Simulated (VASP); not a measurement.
# SiO2 (P4_12_12) in VASP: single point with PBE

Aim: the single point of SiO2 with PBE.

Program: VASP 6.6.1. These are calculated values, not measurements. Logs are shortened: lines on timing, memory, paths and dates and some standing lists are left out, and cuts for length are marked.

## (1) The cell of the first run

It takes space group P4_12_12 (No. 92, tetragonal). Conventional cell: a = 4.982 Å, b = 4.982 Å, c = 6.963 Å, α = 90.00°, β = 90.00°, γ = 90.00°. Si (site symmetry 2) has 4 O at 1.63 Å within 2.2 Å. O (site symmetry 1) has 2 Si at 1.63 Å within 2.2 Å.

## (2) Single point, PBE

Contents of INCAR:

```
SYSTEM = SiO2
  PREC = Accurate
  ENCUT = 520
  EDIFF = 1E-6
  ISMEAR = -1
  SIGMA = 0.02
  LREAL = .FALSE.
  LASPH = .TRUE.
  NELM = 80
  ALGO = Normal
  ISIF = 2
  LWAVE = .FALSE.
  LCHARG = .FALSE.
  GGA = PE
  NBANDS = 44
```

Contents of KPOINTS:

```
regular mesh
0
G
  5 5 4
  0 0 0
```

Contents of POSCAR:

```
SiO2
1.0
    4.9820000000      0.0000000000      0.0000000000
    0.0000000000      4.9820000000      0.0000000000
    0.0000000000      0.0000000000      6.9630000000
Si O
4 8
Direct
    0.3039073190      0.3039073190      0.0000000000
    0.1960926810      0.8039073190      0.2500000000
    0.6960926810      0.6960926810      0.5000000000
    0.8039073190      0.1960926810      0.7500000000
    0.2373153589      0.1139731420      0.1837399158
    0.3860268580      0.7373153589      0.4337399158
    0.7626846411      0.8860268580      0.6837399158
    0.6139731420      0.2626846411      0.9337399158
    0.7373153589      0.3860268580      0.5662600842
    0.8860268580      0.7626846411      0.3162600842
    0.2626846411      0.6139731420      0.0662600842
    0.1139731420      0.2373153589      0.8162600842
```

Potentials or basis: VASP PAW PBE potentials, release 64 (Si, O).

Run with:

```console
> cat potpaw_PBE.64/Si/POTCAR potpaw_PBE.64/O/POTCAR > POTCAR
> mpirun -np 1 vasp_std > vasp.out
```

OUTCAR:

```text
SYSTEM = SiO2
   PREC = Accurate
   ENCUT = 520
   EDIFF = 1E-6
   ISMEAR = -1
   LREAL = .FALSE.
   LASPH = .TRUE.
   NELM = 80
   ISIF = 2
   GGA = PE

 ion  position               nearest neighbor table
   1  0.304  0.304  0.000-   8 1.63  11 1.63   5 1.63  12 1.63   2 3.09   4 3.09   2 3.09   4 3.09

   2  0.196  0.804  0.250-   5 1.63  10 1.63   6 1.63  11 1.63   1 3.09   3 3.09   1 3.09   3 3.09

   3  0.696  0.696  0.500-   6 1.63   9 1.63   7 1.63  10 1.63   2 3.09   4 3.09   4 3.09   2 3.09

   4  0.804  0.196  0.750-   7 1.63  12 1.63   9 1.63   8 1.63   1 3.09   3 3.09   3 3.09   1 3.09

   5  0.237  0.114  0.184-   2 1.63   1 1.63
   6  0.386  0.737  0.434-   3 1.63   2 1.63
   7  0.763  0.886  0.684-   4 1.63   3 1.63
   8  0.614  0.263  0.934-   1 1.63   4 1.63
   9  0.737  0.386  0.566-   3 1.63   4 1.63
  10  0.886  0.763  0.316-   2 1.63   3 1.63
  11  0.263  0.614  0.066-   1 1.63   2 1.63
  12  0.114  0.237  0.816-   4 1.63   1 1.63

  LATTYP: Found a simple tetragonal cell.
 ALAT       =     4.9820000000
 C/A-ratio  =     1.3976314733

  Lattice vectors:

 A1 = (   4.9820000000,   0.0000000000,   0.0000000000)
 A2 = (   0.0000000000,   4.9820000000,   0.0000000000)
 A3 = (   0.0000000000,   0.0000000000,   6.9630000000)

Analysis of symmetry for initial positions (statically):
=====================================================================
 Subroutine PRICEL returns:
 Original cell was already a primitive cell.

 Routine SETGRP: Setting up the symmetry group for a
 simple tetragonal supercell.

 Subroutine GETGRP returns: Found  8 space group operations
 (whereof  2 operations were pure point group operations)
 out of a pool of 16 trial point group operations.

The static configuration has the point symmetry C_2 .
 The point group associated with its full space group is D_4 .

Analysis of symmetry for dynamics (positions and initial velocities):
=====================================================================
 Subroutine PRICEL returns:
 Original cell was already a primitive cell.

 Routine SETGRP: Setting up the symmetry group for a
 simple tetragonal supercell.

 Subroutine GETGRP returns: Found  8 space group operations
 (whereof  2 operations were pure point group operations)
 out of a pool of 16 trial point group operations.

The dynamic configuration has the point symmetry C_2 .
 The point group associated with its full space group is D_4 .

 Subroutine INISYM returns: Found  8 space group operations
 (whereof  2 operations are pure point group operations),
 and found     1 'primitive' translations

----------------------------------------------------------------------------------------

                                     Primitive cell

  volume of cell :     172.8239

  direct lattice vectors                    reciprocal lattice vectors
     4.982000000  0.000000000  0.000000000     0.200722601  0.000000000  0.000000000
     0.000000000  4.982000000  0.000000000     0.000000000  0.200722601  0.000000000
     0.000000000  0.000000000  6.963000000     0.000000000  0.000000000  0.143616257

  length of vectors
     4.982000000  4.982000000  6.963000000     0.200722601  0.200722601  0.143616257

  position of ions in fractional coordinates (direct lattice)
     0.303907319  0.303907319  0.000000000
     0.196092681  0.803907319  0.250000000
     0.696092681  0.696092681  0.500000000
     0.803907319  0.196092681  0.750000000
     0.237315359  0.113973142  0.183739916
     0.386026858  0.737315359  0.433739916
     0.762684641  0.886026858  0.683739916
     0.613973142  0.262684641  0.933739916
     0.737315359  0.386026858  0.566260084
     0.886026858  0.762684641  0.316260084
     0.262684641  0.613973142  0.066260084
     0.113973142  0.237315359  0.816260084

  ion indices of the primitive-cell ions
   primitive index   ion index
                 1           1
                 2           2
                 3           3
                 4           4
                 5           5
                 6           6
                 7           7
                 8           8
                 9           9
                10          10
                11          11
                12          12

----------------------------------------------------------------------------------------

 KPOINTS: regular mesh

Automatic generation of k-mesh.
 Grid dimensions read from file:
 generate k-points for:    5    5    4

 Generating k-lattice:

  Cartesian coordinates                     Fractional coordinates (reciprocal lattice)
     0.040144520  0.000000000  0.000000000     0.200000000  0.000000000  0.000000000
     0.000000000  0.040144520  0.000000000     0.000000000  0.200000000  0.000000000
     0.000000000  0.000000000  0.035904064     0.000000000  0.000000000  0.250000000

  Length of vectors
     0.040144520  0.040144520  0.035904064

  Shift w.r.t. Gamma in fractional coordinates (k-lattice)
     0.000000000  0.000000000  0.000000000

 Subroutine IBZKPT returns following result:
 ===========================================

 Found     18 irreducible k-points:

 Following reciprocal coordinates:
            Coordinates               Weight
  0.000000  0.000000  0.000000      1.000000
  0.200000  0.000000  0.000000      4.000000
  0.400000  0.000000  0.000000      4.000000
  0.200000  0.200000  0.000000      4.000000
  0.400000  0.200000  0.000000      8.000000
  0.400000  0.400000  0.000000      4.000000
[... 10 lines left out ...]
  0.400000  0.200000  0.500000      8.000000
  0.400000  0.400000  0.500000      4.000000
   k-points           NKPTS =     18   k-points in BZ     NKDIM =     18   number of bands    NBANDS=     44
   number of dos      NEDOS =    301   number of ions     NIONS =     12
   total plane-waves  NPLWV =  86400
   dimension x,y,z NGX =    40 NGY =   40 NGZ =   54
   dimension x,y,z NGXF=    80 NGYF=   80 NGZF=  108
   ions per type =               4   8
   NGX,Y,Z   is equivalent  to a cutoff of  13.35, 13.35, 12.89 a.u.
   NGXF,Y,Z  is equivalent  to a cutoff of  26.70, 26.70, 25.79 a.u.
 SYSTEM =  SiO2
   PREC   = accura    normal or accurate (medium, high low for compatibility)
   ISTART =      0    job   : 0-new  1-cont  2-samecut
   ICHARG =      2    charge: 1-file 2-atom 10-const
   ISPIN  =      1    spin polarized calculation?
   LNONCOLLINEAR =      F non collinear calculations
   LSORBIT =      F    spin-orbit coupling
   LASPH  =      T    aspherical Exc in radial PAW
   ENCUT  =  520.0 eV  38.22 Ry    6.18 a.u.   9.26  9.26 12.95*2*pi/ulx,y,z
   NELM   =     80;   NELMIN=  2; NELMDL= -5     # of ELM steps
   EDIFF  = 0.1E-05   stopping-criterion for ELM
   LREAL  =      F    real-space projection
   EDIFFG = 0.1E-04   stopping-criterion for IOM
   NSW    =      0    number of steps for IOM
   IBRION =     -1    ionic relax: 0-MD 1-quasi-New 2-CG
   NFREE  =      0    steps in history (QN), initial steepest desc. (CG)
   ISIF   =      2    stress and relaxation
   ISYM   =      2    0-nonsym 1-usesym 2-fastsym
   POTIM  = 0.5000    time-step for ionic-motion
   TEBEG  =    0.0;   TEEND  =   0.0 temperature during run
   PSTRESS=    0.0 pullay stress
   NELECT =      64.0000    total number of electrons
   NUPDOWN=      -1.0000    fix difference up-down
   EMIN   =  10.00;   EMAX   =-10.00  energy-range for DOS
   EFERMI =   0.00;   METHOD = LEGACY
   ISMEAR =    -1;   SIGMA  =   0.02  broadening in eV -4-tet -1-fermi 0-gaus
   EFERMI_NEDOS =   21; number of points for ismear=-14 and -15
   IALGO  =     38    algorithm
   IMIX   =      4    mixing-type and parameters
     AMIX     =   0.40;   BMIX     =  1.00
     AMIX_MAG =   1.60;   BMIX_MAG =  1.00
  volume/ion in A,a.u.               =      14.40        97.19
  Fermi-wavevector in a.u.,A,eV,Ry     =   1.175620  2.221599 18.804365  1.382082
  Thomas-Fermi vector in A             =   2.311997
   LORBIT       =      0    0 simple, 1 ext, 2 COOP (PROOUT), +10 PAW based schemes
   GGA     = PE    functional components
   LHFCALC =     F    Hartree Fock is set to
   AEXX    =    0.0000 exact exchange contribution
   IVDW    =     0    specifies the selected vdW correction
   LEPSILON=     F    determine dielectric tensor
   LRPA    =     F    only Hartree local field effects (RPA)
 non-spin polarized calculation
  energy-cutoff  :      520.00
  volume of cell :      172.82
 maximum number of plane-waves:      4690
 NGX is ok and might be reduce to    40
   NGX = 19   NGY = 19   NGZ = 25

 number of electron      63.9999999 magnetization

 Free energy of the ion-electron system (eV)
  ---------------------------------------------------
  ext. energy  EPLUGINS =         0.00000000
  ---------------------------------------------------
  free energy    TOTEN  =       -94.90122240 eV

  energy without entropy =      -94.90122240  energy(sigma->0) =      -94.90122240

 E-fermi :   0.5639     XC(G=0):  -8.4369

 val. band max:        0.0864675623   @ k =   0.0000   0.0000   0.0000
 cond. band min:       5.6978359039   @ k =   0.0000   0.0000   0.0000
 fundamental gap:      5.6113683416
 Fermi energy:         0.5639197927

 k-point     1 :       0.0000    0.0000    0.0000
  band No.  band energies     occupation
      1     -19.2614      2.00000
      2     -18.3797      2.00000
      3     -18.3797      2.00000
      4     -17.2576      2.00000
      5     -17.1872      2.00000
      6     -17.1870      2.00000
[... 36 lines left out ...]
     43      11.3429      0.00000
     44      11.7452      0.00000

 k-point     2 :       0.2000    0.0000    0.0000
  band No.  band energies     occupation
      1     -19.1793      2.00000
      2     -18.4597      2.00000
      3     -18.2826      2.00000
      4     -17.3181      2.00000
      5     -17.2621      2.00000
      6     -17.2131      2.00000
[... 744 lines left out ...]
 k-point    18 :       0.4000    0.4000    0.5000
  band No.  band energies     occupation
      1     -18.5497      2.00000
      2     -18.5497      2.00000
      3     -18.1150      2.00000
      4     -18.1150      2.00000
      5     -17.2610      2.00000
      6     -17.2610      2.00000
[... 36 lines left out ...]
     43      10.6753      0.00000
     44      10.6753      0.00000

------------------------ aborting loop because EDIFF is reached ----------------------------------------

  FORCE on cell =-STRESS in cart. coord.  units (eV):
  Direction    XX          YY          ZZ          XY          YZ          ZX
  --------------------------------------------------------------------------------------
  -------------------------------------------------------------------------------------
  Total        1.4538452      1.4538452      0.9192742      0.0000000      0.0000000      0.0000000
  in kB       13.4779833     13.4779833      8.5222022      0.0000000      0.0000000      0.0000000
  external PRESSURE =      11.8260563 kB  Pullay stress =       0.0000000 kB

 VOLUME and BASIS-vectors are now :
 -----------------------------------------------------------------------------
  energy-cutoff  :      520.00
  volume of cell :      172.82
      direct lattice vectors                 reciprocal lattice vectors
     4.982000000  0.000000000  0.000000000     0.200722601  0.000000000  0.000000000
     0.000000000  4.982000000  0.000000000     0.000000000  0.200722601  0.000000000
     0.000000000  0.000000000  6.963000000     0.000000000  0.000000000  0.143616257

 POSITION                                       TOTAL-FORCE (eV/Angst)
 -----------------------------------------------------------------------------------
      1.51407      1.51407      0.00000         0.021515      0.021515     -0.000000
      0.97693      4.00507      1.74075        -0.021515      0.021515     -0.000000
      3.46793      3.46793      3.48150        -0.021515     -0.021515     -0.000000
      4.00507      0.97693      5.22225         0.021515     -0.021515     -0.000000
      1.18231      0.56781      1.27938        -0.000009     -0.004521     -0.000467
      1.92319      3.67331      3.02013         0.004521     -0.000009     -0.000467
      3.79969      4.41419      4.76088         0.000009      0.004521     -0.000467
      3.05881      1.30869      6.50163        -0.004521      0.000009     -0.000467
      3.67331      1.92319      3.94287        -0.000009      0.004521      0.000467
      4.41419      3.79969      2.20212         0.004521      0.000009      0.000467
      1.30869      3.05881      0.46137         0.000009     -0.004521      0.000467
      0.56781      1.18231      5.68362        -0.004521     -0.000009      0.000467
 -----------------------------------------------------------------------------------
    total drift:                               -0.000000      0.000000      0.000000

  FREE ENERGIE OF THE ION-ELECTRON SYSTEM (eV)
  ---------------------------------------------------
  free  energy   TOTEN  =       -94.9012223979 eV

  energy  without entropy=      -94.9012223979  energy(sigma->0) =      -94.90122240
```

It took 70 s on 1 thread of Intel Xeon 6975P-C (Granite Rapids), shared host; peak memory 0.3 GiB.

Results:

```yaml
Free_energy: -94.9012 eV
Pressure: 1.2 GPa
Largest_force: 0.030 eV/Å
Band_gap_on_the_k_mesh: 5.61 eV
```

Forces on the atoms (eV/Å):
```
Si   0.022  0.022  0.000
Si  -0.022  0.022  0.000
Si  -0.022 -0.022  0.000
Si   0.022 -0.022  0.000
O    0.000 -0.005  0.000
O    0.005  0.000  0.000
O    0.000  0.005  0.000
O   -0.005  0.000  0.000
O    0.000  0.005  0.000
O    0.005  0.000  0.000
O    0.000 -0.005  0.000
O   -0.005  0.000  0.000
```

Levels at points of the mesh, in eV from the valence-band top:
```tsv
k point	band 28	band 29	band 30	band 31	band 32	band 33	band 34	band 35	band 36	band 37
(0.00, 0.00, 0.00)	-1.24	-0.66	-0.33	-0.33	0.00	5.61	8.75	8.75	9.14	9.14
(0.00, 0.00, 0.50)	-0.86	-0.54	-0.54	-0.37	-0.37	6.87	6.87	9.30	9.30	9.60
```

A k mesh can miss the band edges.
